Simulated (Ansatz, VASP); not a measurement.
## One calculation of CuO, two programs

File INCAR:

```
PREC     = Accurate       # precision mode
ENCUT    = 520            # plane-wave cutoff, eV
EDIFF    = 1E-8           # SCF threshold, eV
ISMEAR   = -1             # smearing method
SIGMA    = 0.05           # smearing width, eV
LREAL    = False          # projectors in reciprocal space
LASPH    = True           # aspherical terms in the spheres
NELM     = 60             # most SCF steps
ALGO     = Normal         # electronic algorithm
ISIF     = 2              # what is computed and relaxed
LWAVE    = False          # write WAVECAR
LCHARG   = False          # write CHGCAR
GGA      = PE             # functional
LEFG     = True         
NBANDS   = 25             # bands
```

Contents of KPOINTS:

```
Automatic mesh
0
Gamma
  13 13 7
```

File POSCAR:

```
CuO
1.0
    3.1479437980      0.0000000000      0.0000000000
   -1.5739718990      2.7261992987      0.0000000000
    0.0000000000      0.0000000000      5.3860353229
Cu O
2 2
Direct
    0.3333333333      0.6666666667      0.0088223458
    0.6666666667      0.3333333333      0.5088223458
    0.3333333333      0.6666666667      0.3671776542
    0.6666666667      0.3333333333      0.8671776542
```

Input for Ansatz:

```yaml
crystal:
  lattice:
    - [3.147943798, 0.0, 0.0]
    - [-1.573971899, 2.7261992987, 0.0]
    - [0.0, 0.0, 5.3860353229]
  atoms:
    - { symbol: Cu, position: [0.3333333333, 0.6666666667, 0.0088223458] }
    - { symbol: Cu, position: [0.6666666667, 0.3333333333, 0.5088223458] }
    - { symbol: O, position: [0.3333333333, 0.6666666667, 0.3671776542] }
    - { symbol: O, position: [0.6666666667, 0.3333333333, 0.8671776542] }
kpoints:
  mp_grid: { grid: [13, 13, 7] }
  band_path:
    path:
      - [0.0, 0.0, 0.0]
      - [0.5, 0.0, 0.0]
      - [0.3333333333, 0.3333333333, 0.0]
      - [0.0, 0.0, 0.0]
      - [0.0, 0.0, 0.5]
      - [0.5, 0.0, 0.5]
      - [0.3333333333, 0.3333333333, 0.5]
      - [0.0, 0.0, 0.5]
      - [0.5, 0.0, 0.5]
    npoints: 14
scf:
  occupations: { method: fermi_dirac, width: 0.05 }
hamiltonian:
  xc: pbe
  pseudopotentials: { kind: paw }
output:
  forces: true
  stress: true
  eigenvalues: true
  efg: { contact_densities: true }
  populations: true
  bader: true
  dos: { projected: true, de: 0.2, e_range: [-14, 8] }
  write_density: true
  write_potential: true
  elf: true
  volumetric_format: npy
```

Alike in both runs: task electric field gradients; functional PBE; k mesh 13 × 13 × 7; occupations fermi-dirac, width 0.05 eV; no spin polarisation.

|  | VASP | Ansatz |
| --- | --- | --- |
| version | VASP 6.6.1 | Ansatz 0.2.0 |
| potentials or method | VASP PAW PBE potentials, release 64 (Cu, O) | PAW with Ansatz's default frozen-core files, scalar-relativistic |
| plane-wave cutoff (eV) | 520 | 420 |
| valence electrons in the cell | 34 | 50 |

Ansatz gave:

- pressure (GPa): 0.0
- traceless stress, the component that is largest in VASP (GPa): 0.02
- rms of the force components (eV/Å): 0.000
- size of Vzz on the site where it differs most (V/Å²): 1.7

Problem. What did VASP give for the same quantities?

Solution. Pressure (GPa): 0.7; traceless stress, the component that is largest in VASP (GPa): 0.11; rms of the force components (eV/Å): 0.005; size of Vzz on the site where it differs most (V/Å²): 2.3.

Atom by atom the forces differ by 0.005 eV/Å (rms over components). VASP's potentials hold 34 valence electrons a cell and Ansatz's 50, so a difference there can come from the potentials and not from the codes.
